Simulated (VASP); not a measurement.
# HfN in VASP: single point with PBE

Aim: the single point of HfN with PBE.

Everything below comes from runs of VASP 6.6.1. Logs are shortened: lines on timing, memory, paths and dates and some standing lists are left out, and cuts for length are marked.

## 1. The cell of the first run

The cell holds a slab with vacuum, 6 atoms: a = 3.216 Å, b = 3.216 Å, c = 20.548 Å, α = 90.00°, β = 90.00°, γ = 90.00°.

## 2. Single point, PBE

POSCAR

```
HfN
1.0
    3.2159806212      0.0000000000      0.0000000000
    0.0000000000      3.2159806212      0.0000000000
    0.0000000000      0.0000000000     20.5481000000
Hf N
3 3
Direct
    0.2500000000      0.2500000000      0.3893308040
    0.7500000000      0.7500000000      0.5000000000
    0.2500000000      0.2500000000      0.6106691960
    0.7500000000      0.7500000000      0.3893308040
    0.2500000000      0.2500000000      0.5000000000
    0.7500000000      0.7500000000      0.6106691960
```

INCAR.step1

```
ALGO     = Normal         # electronic algorithm
DIPOL    = 0.5 0.5 0.500
EDIFF    = 1E-7           # SCF threshold, eV
ENCUT    = 520            # plane-wave cutoff, eV
GGA      = PE             # functional
IDIPOL   = 3            
ISIF     = 2              # what is computed and relaxed
ISMEAR   = -1             # smearing method
LASPH    = True           # aspherical terms in the spheres
LCHARG   = True           # write CHGCAR
LDIPOL   = True         
LMAXMIX  = 4              # l up to which the mixer works
LREAL    = False          # projectors in reciprocal space
LWAVE    = False          # write WAVECAR
NBANDS   = 32             # bands
NELM     = 60             # most SCF steps
PREC     = Accurate       # precision mode
SIGMA    = 0.08           # smearing width, eV
```

KPOINTS.step1

```
k-points
0
Gamma
  11 11 1
```

INCAR.step2

```
ALGO     = Normal         # electronic algorithm
DIPOL    = 0.5 0.5 0.500
EDIFF    = 1E-7           # SCF threshold, eV
ENCUT    = 520            # plane-wave cutoff, eV
GGA      = PE             # functional
ICHARG   = 11             # starting density
IDIPOL   = 3            
ISIF     = 2              # what is computed and relaxed
ISMEAR   = -5             # smearing method
LASPH    = True           # aspherical terms in the spheres
LCHARG   = False          # write CHGCAR
LDIPOL   = True         
LMAXMIX  = 4              # l up to which the mixer works
LORBIT   = 11             # projections on sites
LREAL    = False          # projectors in reciprocal space
LWAVE    = False          # write WAVECAR
NBANDS   = 32             # bands
NEDOS    = 1001           # points of the DOS
NELM     = 60             # most SCF steps
PREC     = Accurate       # precision mode
SIGMA    = 0.08           # smearing width, eV
```

KPOINTS.step2

```
k-points
0
Gamma
  17 17 1
```

Potentials or basis: VASP PAW PBE potentials, release 64 (Hf_pv, N).

Started as:

```console
cat potpaw_PBE.64/Hf_pv/POTCAR potpaw_PBE.64/N/POTCAR > POTCAR
cp INCAR.step1 INCAR
cp KPOINTS.step1 KPOINTS
mpirun -np 1 vasp_std > vasp.out
cp INCAR.step2 INCAR
cp KPOINTS.step2 KPOINTS
mpirun -np 1 vasp_std > vasp.out
```

OUTCAR:

```text
EDIFF = 1E-7
   ENCUT = 520
   GGA = PE
   ICHARG = 11
   ISIF = 2
   ISMEAR = -5
   LASPH = True
   LORBIT = 11
   LREAL = False
   NELM = 60
   PREC = Accurate

 ion  position               nearest neighbor table
   1  0.250  0.250  0.389-   4 2.27   4 2.27   4 2.27   4 2.27   5 2.27   2 3.22   2 3.22   2 3.22
                             2 3.22
   2  0.750  0.750  0.500-   5 2.27   5 2.27   5 2.27   5 2.27   6 2.27   4 2.27   3 3.22   3 3.22
                             1 3.22   3 3.22   1 3.22   1 3.22   3 3.22   1 3.22
   3  0.250  0.250  0.611-   6 2.27   6 2.27   6 2.27   6 2.27   5 2.27   2 3.22   2 3.22   2 3.22
                             2 3.22
   4  0.750  0.750  0.389-   1 2.27   1 2.27   1 2.27   1 2.27   2 2.27
   5  0.250  0.250  0.500-   2 2.27   2 2.27   2 2.27   2 2.27   3 2.27   1 2.27
   6  0.750  0.750  0.611-   3 2.27   3 2.27   3 2.27   3 2.27   2 2.27

  LATTYP: Found a simple tetragonal cell.
 ALAT       =     3.2159806212
 C/A-ratio  =     6.3893730779

  Lattice vectors:

 A1 = (   3.2159806212,   0.0000000000,   0.0000000000)
 A2 = (   0.0000000000,   3.2159806212,   0.0000000000)
 A3 = (   0.0000000000,   0.0000000000,  20.5481000000)

Analysis of symmetry for initial positions (statically):
=====================================================================
 Subroutine PRICEL returns:
 Original cell was already a primitive cell.

 Routine SETGRP: Setting up the symmetry group for a
 simple tetragonal supercell.

 Subroutine GETGRP returns: Found 16 space group operations
 (whereof  4 operations were pure point group operations)
 out of a pool of 16 trial point group operations.

The static configuration has the point symmetry C_2v.
 The point group associated with its full space group is D_4h.

Analysis of symmetry for dynamics (positions and initial velocities):
=====================================================================
 Subroutine PRICEL returns:
 Original cell was already a primitive cell.

 Routine SETGRP: Setting up the symmetry group for a
 simple tetragonal supercell.

 Subroutine GETGRP returns: Found 16 space group operations
 (whereof  4 operations were pure point group operations)
 out of a pool of 16 trial point group operations.

The dynamic configuration has the point symmetry C_2v.
 The point group associated with its full space group is D_4h.

 Subroutine INISYM returns: Found 16 space group operations
 (whereof  4 operations are pure point group operations),
 and found     1 'primitive' translations

----------------------------------------------------------------------------------------

                                     Primitive cell

  volume of cell :     212.5194

  direct lattice vectors                    reciprocal lattice vectors
     3.215980621  0.000000000  0.000000000     0.310947147  0.000000000  0.000000000
     0.000000000  3.215980621  0.000000000     0.000000000  0.310947147  0.000000000
     0.000000000  0.000000000 20.548100000     0.000000000  0.000000000  0.048666300

  length of vectors
     3.215980621  3.215980621 20.548100000     0.310947147  0.310947147  0.048666300

  position of ions in fractional coordinates (direct lattice)
     0.250000000  0.250000000  0.389330804
     0.750000000  0.750000000  0.500000000
     0.250000000  0.250000000  0.610669196
     0.750000000  0.750000000  0.389330804
     0.250000000  0.250000000  0.500000000
     0.750000000  0.750000000  0.610669196

  ion indices of the primitive-cell ions
   primitive index   ion index
                 1           1
                 2           2
                 3           3
                 4           4
                 5           5
                 6           6

----------------------------------------------------------------------------------------

 KPOINTS: k-points

Automatic generation of k-mesh.
 Grid dimensions read from file:
 generate k-points for:   17   17    1

 Generating k-lattice:

  Cartesian coordinates                     Fractional coordinates (reciprocal lattice)
     0.018291009  0.000000000  0.000000000     0.058823529  0.000000000  0.000000000
     0.000000000  0.018291009  0.000000000     0.000000000  0.058823529  0.000000000
     0.000000000  0.000000000  0.048666300     0.000000000  0.000000000  1.000000000

  Length of vectors
     0.018291009  0.018291009  0.048666300

  Shift w.r.t. Gamma in fractional coordinates (k-lattice)
     0.000000000  0.000000000  0.000000000

 TETIRR: Found    415 inequivalent tetrahedra from     1734

 Subroutine IBZKPT returns following result:
 ===========================================

 Found     45 irreducible k-points:

 Following reciprocal coordinates:
            Coordinates               Weight
  0.000000  0.000000  0.000000      1.000000
  0.058824  0.000000  0.000000      4.000000
  0.117647  0.000000  0.000000      4.000000
  0.176471  0.000000  0.000000      4.000000
  0.235294  0.000000  0.000000      4.000000
  0.294118  0.000000  0.000000      4.000000
[... 16 lines left out ...]
  0.411765  0.117647  0.000000      8.000000
  0.470588  0.117647  0.000000      8.000000
 [... further k-points ...]
   k-points           NKPTS =     45   k-points in BZ     NKDIM =     45   number of bands    NBANDS=     32
   number of dos      NEDOS =   1001   number of ions     NIONS =      6
   total plane-waves  NPLWV =  92160
   dimension x,y,z NGX =    24 NGY =   24 NGZ =  160
   dimension x,y,z NGXF=    48 NGYF=   48 NGZF=  320
   ions per type =               3   3
   NGX,Y,Z   is equivalent  to a cutoff of  12.41, 12.41, 12.94 a.u.
   NGXF,Y,Z  is equivalent  to a cutoff of  24.81, 24.81, 25.89 a.u.
 SYSTEM =  unknown system
   PREC   = accura    normal or accurate (medium, high low for compatibility)
   ISTART =      0    job   : 0-new  1-cont  2-samecut
   ICHARG =     11    charge: 1-file 2-atom 10-const
   ISPIN  =      1    spin polarized calculation?
   LNONCOLLINEAR =      F non collinear calculations
   LSORBIT =      F    spin-orbit coupling
   LASPH  =      T    aspherical Exc in radial PAW
   ENCUT  =  520.0 eV  38.22 Ry    6.18 a.u.   5.98  5.98 38.21*2*pi/ulx,y,z
   NELM   =     60;   NELMIN=  2; NELMDL=  0     # of ELM steps
   EDIFF  = 0.1E-06   stopping-criterion for ELM
   LREAL  =      F    real-space projection
   EDIFFG = 0.1E-05   stopping-criterion for IOM
   NSW    =      0    number of steps for IOM
   IBRION =     -1    ionic relax: 0-MD 1-quasi-New 2-CG
   NFREE  =      0    steps in history (QN), initial steepest desc. (CG)
   ISIF   =      2    stress and relaxation
   ISYM   =      2    0-nonsym 1-usesym 2-fastsym
   POTIM  = 0.5000    time-step for ionic-motion
   TEBEG  =    0.0;   TEEND  =   0.0 temperature during run
   PSTRESS=    0.0 pullay stress
   NELECT =      45.0000    total number of electrons
   NUPDOWN=      -1.0000    fix difference up-down
   EMIN   =  10.00;   EMAX   =-10.00  energy-range for DOS
   EFERMI =   0.00;   METHOD = LEGACY
   ISMEAR =    -5;   SIGMA  =   0.08  broadening in eV -4-tet -1-fermi 0-gaus
   EFERMI_NEDOS =   21; number of points for ismear=-14 and -15
   IALGO  =     38    algorithm
   IMIX   =      4    mixing-type and parameters
     AMIX     =   0.40;   BMIX     =  1.00
     AMIX_MAG =   1.60;   BMIX_MAG =  1.00
  volume/ion in A,a.u.               =      35.42       239.03
  Fermi-wavevector in a.u.,A,eV,Ry     =   0.975767  1.843932 12.954398  0.952121
  Thomas-Fermi vector in A             =   2.106333
   LORBIT       =     11    0 simple, 1 ext, 2 COOP (PROOUT), +10 PAW based schemes
   GGA     = PE    functional components
   LHFCALC =     F    Hartree Fock is set to
   AEXX    =    0.0000 exact exchange contribution
   IVDW    =     0    specifies the selected vdW correction
   LEPSILON=     F    determine dielectric tensor
   LRPA    =     F    only Hartree local field effects (RPA)
 non-spin polarized calculation
 Fermi weights with tetrahedron method with Bloechl corrections
  energy-cutoff  :      520.00
  volume of cell :      212.52
 maximum number of plane-waves:      5776
 NGX is ok and might be reduce to    24

 number of electron      44.9999995 magnetization

 dipolmoment           0.000000      0.000000      0.000000 electrons x Angstroem

 Free energy of the ion-electron system (eV)
  ---------------------------------------------------
  ext. energy  EPLUGINS =         0.00000000
  ---------------------------------------------------
  free energy    TOTEN  =       -63.06018720 eV

  energy without entropy =      -63.06018720  energy(sigma->0) =      -63.06018720

 E-fermi :   0.8826     XC(G=0):  -5.3062

 val. band max:        0.8328770848   @ k =   0.2353   0.0588   0.0000
 cond. band min:       0.8638898320   @ k =   0.1765   0.1765   0.0000
 fundamental gap:      0.0310127471
 Fermi energy:         0.8825652418

 k-point     1 :       0.0000    0.0000    0.0000
  band No.  band energies     occupation
      1     -31.3287      2.00000
      2     -31.2573      2.00000
      3     -30.7943      2.00000
      4     -30.7943      2.00000
      5     -30.7652      2.00000
      6     -30.7652      2.00000
[... 24 lines left out ...]
     31       3.3269      0.00000
     32       3.4660      0.00000

 k-point     2 :       0.0588    0.0000    0.0000
  band No.  band energies     occupation
      1     -31.3252      2.00000
      2     -31.2590      2.00000
      3     -30.8091      2.00000
      4     -30.7915      2.00000
      5     -30.7891      2.00000
      6     -30.7632      2.00000
[... 24 lines left out ...]
     31       3.3689      0.00000
     32       3.4780      0.00000
[... 733 lines left out ...]
     31       4.4578      0.00000
     32       4.6923      0.00000

 k-point    24 :       0.4706    0.1176    0.0000
  band No.  band energies     occupation
      1     -31.3509      2.00000
      2     -31.2823      2.00000
      3     -31.2084      2.00000
      4     -31.1937      2.00000
      5     -30.8214      2.00000
      6     -30.7634      2.00000
[... 24 lines left out ...]
     31       4.6270      0.00000
     32       4.6467      0.00000

 [... further k-points ...]

------------------------ aborting loop because EDIFF is reached ----------------------------------------

 vacuum level on the upper side and lower side of the slab       (xc-potential included)        -0.235        -0.235

  FORCE on cell =-STRESS in cart. coord.  units (eV):
  Direction    XX          YY          ZZ          XY          YZ          ZX
  --------------------------------------------------------------------------------------
  -------------------------------------------------------------------------------------
  Total       -7.2900306     -7.2900306     -3.6742512     -0.0000000     -0.0000000      0.0000000
  in kB      -54.9593282    -54.9593282    -27.7000727     -0.0000000     -0.0000000      0.0000000
  external PRESSURE =     -45.8729097 kB  Pullay stress =       0.0000000 kB

 VOLUME and BASIS-vectors are now :
 -----------------------------------------------------------------------------
  energy-cutoff  :      520.00
  volume of cell :      212.52
      direct lattice vectors                 reciprocal lattice vectors
     3.215980621  0.000000000  0.000000000     0.310947147  0.000000000  0.000000000
     0.000000000  3.215980621  0.000000000     0.000000000  0.310947147  0.000000000
     0.000000000  0.000000000 20.548100000     0.000000000  0.000000000  0.048666300

 POSITION                                       TOTAL-FORCE (eV/Angst)
 -----------------------------------------------------------------------------------
      0.80400      0.80400      8.00001         0.000000      0.000000      1.414042
      2.41199      2.41199     10.27405         0.000000      0.000000      0.000000
      0.80400      0.80400     12.54809         0.000000      0.000000     -1.414042
      2.41199      2.41199      8.00001         0.000000     -0.000000     -0.804001
      0.80400      0.80400     10.27405        -0.000000      0.000000      0.000000
      2.41199      2.41199     12.54809        -0.000000     -0.000000      0.804001
 -----------------------------------------------------------------------------------
    total drift:                                0.000000      0.000000      0.000000

  FREE ENERGIE OF THE ION-ELECTRON SYSTEM (eV)
  ---------------------------------------------------
  free  energy   TOTEN  =       -63.0601871963 eV

  energy  without entropy=      -63.0601871963  energy(sigma->0) =      -63.06018720

 vacuum level on the upper side and lower side of the slab         3.594         3.594

 total charge

# of ion       s       p       d       tot
------------------------------------------
    1        0.286   6.457   1.599   8.342
    2        0.287   6.553   1.760   8.600
    3        0.286   6.457   1.599   8.342
    4        1.242   2.436   0.000   3.678
    5        1.238   2.474   0.000   3.711
    6        1.242   2.436   0.000   3.678
--------------------------------------------------
tot          4.580  26.813   4.959  36.352
```

It took 2.9 min on 1 thread of Intel Xeon 6975P-C (Granite Rapids), shared host; peak memory 0.42 GiB.

What came out:

```
Valence electrons inside the program's atomic spheres : Hf 8.34, 8.60 (each value once); N 3.68, 3.71 (each value once)
```

Caveat: spin-orbit coupling is left out, which moves the levels of the heavy elements.
